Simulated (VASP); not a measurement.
# Zr (P6_3/mmc) in VASP: further runs

Runs on Zr. Level: PBEsol. Tasks: single point.

All numbers are computed with VASP 6.6.1; they aren't measurements. Logs are shortened: lines on timing, memory, paths and dates and some standing lists are left out, and cuts for length are marked.

## Step 1: The cell of the first run

It takes space group P6_3/mmc (No. 194, hexagonal). Conventional cell: a = 3.280 Å, b = 3.280 Å, c = 5.224 Å, α = 90.00°, β = 90.00°, γ = 120.00°. Zr (site symmetry -6m2) has 12 Zr at 3.23 to 3.28 Å within 4.2 Å.

## Step 2: Single point, PBEsol (strain +0.015 along x and y, +0.015 along z)

INCAR reads:

```
SYSTEM = Zr
PREC = Accurate
ENCUT = 520
EDIFF = 1E-6
ISMEAR = 0
SIGMA = 0.15
LREAL = .False.
LASPH = .True.
NELM = 100
ALGO = Fast
ISIF = 2
LWAVE = .False.
LCHARG = .False.
GGA = PS
NBANDS = 19
```

KPOINTS reads:

```
Automatic mesh
0
Gamma
  18 18 10
  0 0 0
```

POSCAR reads:

```
Zr
1.0
    3.2804781959      0.0000000000      0.0000000000
   -1.6402390979      2.8409774542      0.0000000000
    0.0000000000      0.0000000000      5.2242050000
Zr
2
Direct
    0.3333333333      0.6666666667      0.2500000000
    0.6666666667      0.3333333333      0.7500000000
```

Potentials or basis: VASP PAW PBE potentials, release 64 (Zr_sv).

Launch:

```bash
$ cat potpaw_PBE.64/Zr_sv/POTCAR > POTCAR
$ mpirun -np 1 vasp_std > vasp.out
```

OUTCAR:

```text
SYSTEM = Zr
   PREC = Accurate
   ENCUT = 520
   EDIFF = 1E-6
   ISMEAR = 0
   LREAL = .False.
   LASPH = .True.
   NELM = 100
   ISIF = 2
   GGA = PS

 ion  position               nearest neighbor table
   1  0.333  0.667  0.250-   2 3.23   2 3.23   2 3.23   2 3.23   2 3.23   2 3.23
   2  0.667  0.333  0.750-   1 3.23   1 3.23   1 3.23   1 3.23   1 3.23   1 3.23

  LATTYP: Found a hexagonal cell.
 ALAT       =     3.2804781959
 C/A-ratio  =     1.5925132520

  Lattice vectors:

 A1 = (   3.2804781959,   0.0000000000,   0.0000000000)
 A2 = (  -1.6402390979,   2.8409774542,   0.0000000000)
 A3 = (   0.0000000000,   0.0000000000,   5.2242050000)

Analysis of symmetry for initial positions (statically):
=====================================================================
 Subroutine PRICEL returns:
 Original cell was already a primitive cell.

 Routine SETGRP: Setting up the symmetry group for a
 hexagonal supercell.

 Subroutine GETGRP returns: Found 24 space group operations
 (whereof 12 operations were pure point group operations)
 out of a pool of 24 trial point group operations.

The static configuration has the point symmetry D_3d.
 The point group associated with its full space group is D_6h.

Analysis of symmetry for dynamics (positions and initial velocities):
=====================================================================
 Subroutine PRICEL returns:
 Original cell was already a primitive cell.

 Routine SETGRP: Setting up the symmetry group for a
 hexagonal supercell.

 Subroutine GETGRP returns: Found 24 space group operations
 (whereof 12 operations were pure point group operations)
 out of a pool of 24 trial point group operations.

The dynamic configuration has the point symmetry D_3d.
 The point group associated with its full space group is D_6h.

 Subroutine INISYM returns: Found 24 space group operations
 (whereof 12 operations are pure point group operations),
 and found     1 'primitive' translations

----------------------------------------------------------------------------------------

                                     Primitive cell

  volume of cell :      48.6884

  direct lattice vectors                    reciprocal lattice vectors
     3.280478196  0.000000000  0.000000000     0.304833607  0.175995765  0.000000000
    -1.640239098  2.840977454  0.000000000     0.000000000  0.351991530  0.000000000
     0.000000000  0.000000000  5.224205000     0.000000000  0.000000000  0.191416684

  length of vectors
     3.280478196  3.280478196  5.224205000     0.351991530  0.351991530  0.191416684

  position of ions in fractional coordinates (direct lattice)
     0.333333333  0.666666667  0.250000000
     0.666666667  0.333333333  0.750000000

  ion indices of the primitive-cell ions
   primitive index   ion index
                 1           1
                 2           2

----------------------------------------------------------------------------------------

 KPOINTS: Automatic mesh

Automatic generation of k-mesh.
 Grid dimensions read from file:
 generate k-points for:   18   18   10

 Generating k-lattice:

  Cartesian coordinates                     Fractional coordinates (reciprocal lattice)
     0.016935200  0.009777542  0.000000000     0.055555556  0.000000000  0.000000000
     0.000000000  0.019555085  0.000000000     0.000000000  0.055555556  0.000000000
     0.000000000  0.000000000  0.019141668     0.000000000  0.000000000  0.100000000

  Length of vectors
     0.019555085  0.019555085  0.019141668

  Shift w.r.t. Gamma in fractional coordinates (k-lattice)
     0.000000000  0.000000000  0.000000000

 Subroutine IBZKPT returns following result:
 ===========================================

 Found    222 irreducible k-points:

 Following reciprocal coordinates:
            Coordinates               Weight
  0.000000  0.000000  0.000000      1.000000
  0.055556 -0.000000  0.000000      6.000000
  0.111111 -0.000000  0.000000      6.000000
  0.166667 -0.000000  0.000000      6.000000
  0.222222 -0.000000  0.000000      6.000000
  0.277778  0.000000  0.000000      6.000000
[... 16 lines left out ...]
  0.333333  0.111111  0.000000     12.000000
  0.388889  0.111111  0.000000     12.000000
 [... further k-points ...]
   k-points           NKPTS =    222   k-points in BZ     NKDIM =    222   number of bands    NBANDS=     19
   number of dos      NEDOS =    301   number of ions     NIONS =      2
   total plane-waves  NPLWV =  23040
   dimension x,y,z NGX =    24 NGY =   24 NGZ =   40
   dimension x,y,z NGXF=    48 NGYF=   48 NGZF=   80
   ions per type =               2
   NGX,Y,Z   is equivalent  to a cutoff of  12.16, 12.16, 12.73 a.u.
   NGXF,Y,Z  is equivalent  to a cutoff of  24.33, 24.33, 25.46 a.u.
 SYSTEM =  Zr
   PREC   = accura    normal or accurate (medium, high low for compatibility)
   ISTART =      0    job   : 0-new  1-cont  2-samecut
   ICHARG =      2    charge: 1-file 2-atom 10-const
   ISPIN  =      1    spin polarized calculation?
   LNONCOLLINEAR =      F non collinear calculations
   LSORBIT =      F    spin-orbit coupling
   LASPH  =      T    aspherical Exc in radial PAW
   ENCUT  =  520.0 eV  38.22 Ry    6.18 a.u.   6.10  6.10  9.71*2*pi/ulx,y,z
   NELM   =    100;   NELMIN=  2; NELMDL= -5     # of ELM steps
   EDIFF  = 0.1E-05   stopping-criterion for ELM
   LREAL  =      F    real-space projection
   EDIFFG = 0.1E-04   stopping-criterion for IOM
   NSW    =      0    number of steps for IOM
   IBRION =     -1    ionic relax: 0-MD 1-quasi-New 2-CG
   NFREE  =      0    steps in history (QN), initial steepest desc. (CG)
   ISIF   =      2    stress and relaxation
   ISYM   =      2    0-nonsym 1-usesym 2-fastsym
   POTIM  = 0.5000    time-step for ionic-motion
   TEBEG  =    0.0;   TEEND  =   0.0 temperature during run
   PSTRESS=    0.0 pullay stress
   NELECT =      24.0000    total number of electrons
   NUPDOWN=      -1.0000    fix difference up-down
   EMIN   =  10.00;   EMAX   =-10.00  energy-range for DOS
   EFERMI =   0.00;   METHOD = LEGACY
   ISMEAR =     0;   SIGMA  =   0.15  broadening in eV -4-tet -1-fermi 0-gaus
   EFERMI_NEDOS =   21; number of points for ismear=-14 and -15
   IALGO  =     68    algorithm
   IMIX   =      4    mixing-type and parameters
     AMIX     =   0.40;   BMIX     =  1.00
     AMIX_MAG =   1.60;   BMIX_MAG =  1.00
  volume/ion in A,a.u.               =      24.34       164.28
  Fermi-wavevector in a.u.,A,eV,Ry     =   1.293213  2.443819 22.754395  1.672401
  Thomas-Fermi vector in A             =   2.424873
   LORBIT       =      0    0 simple, 1 ext, 2 COOP (PROOUT), +10 PAW based schemes
   GGA     = PS    functional components
   LHFCALC =     F    Hartree Fock is set to
   AEXX    =    0.0000 exact exchange contribution
   IVDW    =     0    specifies the selected vdW correction
   LEPSILON=     F    determine dielectric tensor
   LRPA    =     F    only Hartree local field effects (RPA)
 non-spin polarized calculation
 RMM-DIIS sequential band-by-band and
 Gauss-broadening in eV      SIGMA  =   0.15
  energy-cutoff  :      520.00
  volume of cell :       48.69
 maximum number of plane-waves:      1334
   NGX = 13   NGY = 13   NGZ = 19

 number of electron      24.0000001 magnetization

 Free energy of the ion-electron system (eV)
  ---------------------------------------------------
  ext. energy  EPLUGINS =         0.00000000
  ---------------------------------------------------
  free energy    TOTEN  =       -18.08992620 eV

  energy without entropy =      -18.06623625  energy(sigma->0) =      -18.07808123

 E-fermi :   8.3761     XC(G=0): -10.9996

 val. band max:        8.3666522373   @ k =   0.1111   0.0556   0.0000
 cond. band min:       8.3835323935   @ k =   0.1111   0.0556   0.1000
 fundamental gap:      0.0168801562
 Fermi energy:         8.3761035902

 k-point     1 :       0.0000    0.0000    0.0000
  band No.  band energies     occupation
      1     -40.4491      2.00000
      2     -40.3196      2.00000
      3     -18.9262      2.00000
      4     -18.1630      2.00000
      5     -18.1630      2.00000
      6     -18.0451      2.00000
[... 11 lines left out ...]
     18      10.4225      0.00000
     19      12.6111      0.00000

 k-point     2 :       0.0556   -0.0000    0.0000
  band No.  band energies     occupation
      1     -40.4461      2.00000
      2     -40.3184      2.00000
      3     -18.9179      2.00000
      4     -18.1813      2.00000
      5     -18.1691      2.00000
      6     -18.0570      2.00000
[... 11 lines left out ...]
     18      10.3493      0.00000
     19      12.6653      0.00000

 k-point     3 :       0.1111   -0.0000    0.0000
  band No.  band energies     occupation
      1     -40.4375      2.00000
      2     -40.3150      2.00000
      3     -18.8935      2.00000
      4     -18.2338      2.00000
      5     -18.1862      2.00000
      6     -18.1112      2.00000
[... 11 lines left out ...]
     18      10.1613      0.00000
     19      12.7986      0.00000

 k-point     4 :       0.1667   -0.0000    0.0000
  band No.  band energies     occupation
      1     -40.4241      2.00000
      2     -40.3099      2.00000
      3     -18.8545      2.00000
      4     -18.3143      2.00000
      5     -18.2117      2.00000
      6     -18.1924      2.00000
[... 407 lines left out ...]
     18      12.6435      0.00000
     19      13.1724      0.00000

 k-point    23 :       0.3333    0.1111    0.0000
  band No.  band energies     occupation
      1     -40.3478      2.00000
      2     -40.2926      2.00000
      3     -18.6800      2.00000
      4     -18.5997      2.00000
      5     -18.5524      2.00000
      6     -18.3525      2.00000
[... 11 lines left out ...]
     18      13.2092      0.00000
     19      13.3317      0.00000

 k-point    24 :       0.3889    0.1111    0.0000
  band No.  band energies     occupation
      1     -40.3357      2.00000
      2     -40.2931      2.00000
      3     -18.7283      2.00000
      4     -18.5855      2.00000
      5     -18.5501      2.00000
      6     -18.3758      2.00000
[... 11 lines left out ...]
     18      13.2290      0.00000
     19      13.9537      0.00000

 [... further k-points ...]

------------------------ aborting loop because EDIFF is reached ----------------------------------------

  FORCE on cell =-STRESS in cart. coord.  units (eV):
  Direction    XX          YY          ZZ          XY          YZ          ZX
  --------------------------------------------------------------------------------------
  -------------------------------------------------------------------------------------
  Total       -2.1144067     -2.1144067     -2.0690099     -0.0000000      0.0000000      0.0000000
  in kB      -69.5783241    -69.5783241    -68.0844611     -0.0000000      0.0000000      0.0000000
  external PRESSURE =     -69.0803697 kB  Pullay stress =       0.0000000 kB

 VOLUME and BASIS-vectors are now :
 -----------------------------------------------------------------------------
  energy-cutoff  :      520.00
  volume of cell :       48.69
      direct lattice vectors                 reciprocal lattice vectors
     3.280478196  0.000000000  0.000000000     0.304833607  0.175995765  0.000000000
    -1.640239098  2.840977454  0.000000000     0.000000000  0.351991530  0.000000000
     0.000000000  0.000000000  5.224205000     0.000000000  0.000000000  0.191416684

 POSITION                                       TOTAL-FORCE (eV/Angst)
 -----------------------------------------------------------------------------------
     -0.00000      1.89398      1.30605         0.000000     -0.000000      0.000000
      1.64024      0.94699      3.91815        -0.000000      0.000000      0.000000
 -----------------------------------------------------------------------------------
    total drift:                               -0.000000      0.000000     -0.000000

  FREE ENERGIE OF THE ION-ELECTRON SYSTEM (eV)
  ---------------------------------------------------
  free  energy   TOTEN  =       -18.0899262031 eV

  energy  without entropy=      -18.0662362495  energy(sigma->0) =      -18.07808123
```

It took 2 min on 1 thread of AMD EPYC 9R45 (Zen 5), shared host; peak memory 0.25 GiB.

Results:

```yaml
Free_energy: -18.0899 eV
Pressure: -6.9 GPa
Band_gap_on_the_k_mesh: zero (bands 12 and 13 overlap by 1.12 eV)
```

Stress tensor (GPa, compression positive):
```
-6.96  0.00  0.00
 0.00 -6.96  0.00
 0.00  0.00 -6.81
```

Caveat: the cell differs from its parent crystal (strain +0.015 along x and y, +0.015 along z); the cell stands under tension; the PAW data sets were made with another functional, which shifts forces and pressure a little.

## Step 3: Single point, PBEsol (strain +0.030 along x and y, +0.000 along z)

INCAR is that of step 2.

KPOINTS reads:

```
regular mesh
0
Gamma
  18 18 10
  0 0 0
```

POSCAR reads:

```
Zr
1.0
    3.3289581692      0.0000000000      0.0000000000
   -1.6644790846      2.8829623427      0.0000000000
    0.0000000000      0.0000000000      5.1470000000
Zr
2
Direct
    0.3333333333      0.6666666667      0.2500000000
    0.6666666667      0.3333333333      0.7500000000
```

Potentials or basis: VASP PAW PBE potentials, release 64 (Zr_sv).

Launch:

```bash
$ cat potpaw_PBE.64/Zr_sv/POTCAR > POTCAR
$ mpirun -np 1 vasp_std > vasp.out
```

It took 3 min on 1 thread of AMD EPYC 9R45 (Zen 5), shared host; peak memory 0.27 GiB.

It converged, with:

| Quantity | Value |
| --- | --- |
| Free energy | -18.0497 eV |
| Pressure | -7.8 GPa |
| Band gap on the k mesh | zero (bands 12 and 13 overlap by 1.13 eV) |

Stress tensor (GPa, compression positive):
```
-8.67  0.00  0.00
 0.00 -8.67  0.00
 0.00  0.00 -6.21
```

Levels at points of the mesh, in eV from the Fermi level:
```csv
k point,band 9,band 10,band 11,band 12,band 13,band 14,band 15,band 16
"(0.00, 0.00, 0.00)",-5.57,-2.87,0.78,0.78,1.20,1.21,1.49,1.49
"(0.50, 0.00, 0.00)",-2.46,-2.39,-1.95,-0.42,0.35,0.84,1.49,4.40
"(0.00, 0.00, 0.50)",-3.86,-3.86,0.17,0.17,0.64,0.64,0.64,0.64
"(0.50, 0.00, 0.50)",-2.71,-2.71,-0.89,-0.89,1.40,1.40,1.97,1.97
```

Caveat: the cell differs from its parent crystal (strain +0.030 along x and y, +0.000 along z); the cell stands under tension; the PAW data sets were made with another functional, which shifts forces and pressure a little.
